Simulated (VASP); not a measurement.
Input of a VASP 6.6.1 run:

File INCAR:

```
SYSTEM = Zr3HC2
PREC = Accurate
ENCUT = 520
EDIFF = 1E-6
ISMEAR = 0
SIGMA = 0.1
LREAL = .False.
LASPH = .True.
NELM = 80
ALGO = Normal
ISIF = 2
LWAVE = .False.
LCHARG = .True.
GGA = PS
LELF = .True.
LVHAR = .True.
NBANDS = 32
```

File KPOINTS:

```
Automatic mesh
0
Gamma
  5 5 2
  0 0 0
```

The input POSCAR:

```
Zr3HC2
1.0
    3.3595800000      0.0000000000      0.0000000000
   -1.6797900078      2.9094804668      0.0000000000
    0.0000000000      0.0000000000      8.0238500000
Zr H C
3 1 2
Direct
    0.9887200000      0.9906600000      0.4977000000
    0.3535900000      0.6807600000      0.1639500000
    0.6317800000      0.3333100000      0.8215200000
    0.9676300000      0.9311800000      0.0055500000
    0.3287700000      0.6553600000      0.6806300000
    0.7005600000      0.3529300000      0.3183700000
```

Potentials or basis: VASP PAW PBE potentials, release 64 (Zr_sv, H, C).

Run with:

```sh
$ cat potpaw_PBE.64/Zr_sv/POTCAR potpaw_PBE.64/H/POTCAR potpaw_PBE.64/C/POTCAR > POTCAR
$ mpirun -np 1 vasp_std > vasp.out
```

Problem. Estimate the pressure.

Solution. -7.1 GPa.

Problem. What does it give for the largest force?

Solution. 1.601 eV/Å.

Stress tensor (GPa, compression positive):
```
-6.85 -1.68  4.28
-1.68 -6.75  0.63
 4.28  0.63 -7.67
```

Caveat: the k points lie up to 0.43 Å⁻¹ apart; the PAW data sets were made with another functional, which shifts forces and pressure a little.
